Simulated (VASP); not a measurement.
Ga2SbP, 4 atoms in the cell. Symmetry: P-4m2, No. 115, tetragonal system. Conventional cell: a = 4.093 Å, b = 4.093 Å, c = 5.714 Å, α = 90.00°, β = 90.00°, γ = 90.00°. P (site symmetry -4m2) has 4 Ga at 2.41 Å within 3.2 Å. Within 3.2 Å of Ga (site symmetry 2mm) lie 2 P at 2.41 Å and 2 Sb at 2.58 Å. Sb (site symmetry -4m2) has 4 Ga at 2.58 Å within 3.4 Å.  This cell differs from its parent crystal: uniaxial z strain -1.6%.

| Item | Value |
| --- | --- |
| Program | VASP 6.6.1 |
| Task | single point |
| Functional | PBE |
| Potentials or basis | VASP PAW PBE potentials, release 64 (P, Ga_d, Sb) |
| Cutoff | 520 eV |
| k mesh | 6 × 6 × 4 |
| Occupations | fermi-dirac, width 0.02 eV |
| Spin | no spin polarisation |
| Dipole correction | no |
| Further INCAR settings | ALGO = Normal; EDIFF = 1e-06; NBANDS = 26 |

Potentials or basis: VASP PAW PBE potentials, release 64 (P, Ga_d, Sb).

Launch:

```console
$ cat potpaw_PBE.64/P/POTCAR potpaw_PBE.64/Ga_d/POTCAR potpaw_PBE.64/Sb/POTCAR > POTCAR
$ mpirun -np 1 vasp_std > vasp.out
```

Hardware: 1 thread of Intel Xeon 8259CL, on a shared host.

Q: How long does it take, and how much memory?

A: Wall time 110 s on 1 thread of Intel Xeon 8259CL, on a shared host, peak memory 0.23 GiB. Counts: scf iterations 14, k points 30.
